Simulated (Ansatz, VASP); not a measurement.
# Ni in VASP and in Ansatz

Contents of INCAR:

```
PREC = Accurate
ENCUT = 600
EDIFF = 1E-6
ISMEAR = -1
SIGMA = 0.1
LREAL = False
LASPH = True
NELM = 120
ALGO = Normal
ISIF = 2
LWAVE = False
LCHARG = False
GGA = B5
ALDAX = 1.0
AGGAX = 1.0
AGGAC = 1.0
ALDAC = 0.0
NBANDS = 11
GGA_COMPAT = False
```

The input KPOINTS:

```
Automatic mesh
0
Gamma
  15 15 15
```

POSCAR

```
Ni
1.0
    2.4580605451      0.0000000000      0.0000000000
    0.0000000000      2.4580605451      0.0000000000
    0.0000000000      0.0000000000      2.4580605451
Ni
1
Direct
    0.0000000000      0.0000000000      0.0000000000
```

Input for Ansatz:

```yaml
crystal:
  lattice:
    - [2.4580605451, 0.0, 0.0]
    - [0.0, 2.4580605451, 0.0]
    - [0.0, 0.0, 2.4580605451]
  atoms:
    - { symbol: Ni, position: [0.0, 0.0, 0.0] }
hamiltonian:
  xc: blyp
  pseudopotentials:
    kind: paw
    azcp:
      Ni: "pseudopotentials/Ni.paw.azcp"
basis:
  ecutwfc: 420
  fft_grid_basis: typed
kpoints:
  mp_grid: { grid: [15, 15, 15], shift: [0, 0, 0] }
magnetization:
  spin_polarized: false
scf:
  occupations: { method: fermi_dirac, width: 0.1 }
  lower_state_search: "off"
output:
  stress: true
  write_density: true
  write_potential: true
  elf: true
  volumetric_format: npy
```

Alike in both runs: task single point; functional BLYP; k mesh 15 × 15 × 15; occupations fermi-dirac, width 0.1 eV; no spin polarisation.

|  | VASP | Ansatz |
| --- | --- | --- |
| version | VASP 6.6.1 | Ansatz 0.2.0 |
| potentials or method | VASP PAW PBE potentials, release 64 (Ni), cutoff 600 eV | plane waves (420 eV) with PAW, scalar-relativistic |
| valence electrons in the cell | 10 | 18 |

|  | VASP | Ansatz | Ansatz less VASP |
| --- | --- | --- | --- |
| pressure (GPa) | -10.5 | -10.6 | -0.06 |

VASP's potentials were made for PBE, not for BLYP. VASP's potentials hold 10 valence electrons a cell and Ansatz's 18, so a difference there can come from the potentials and not from the codes.
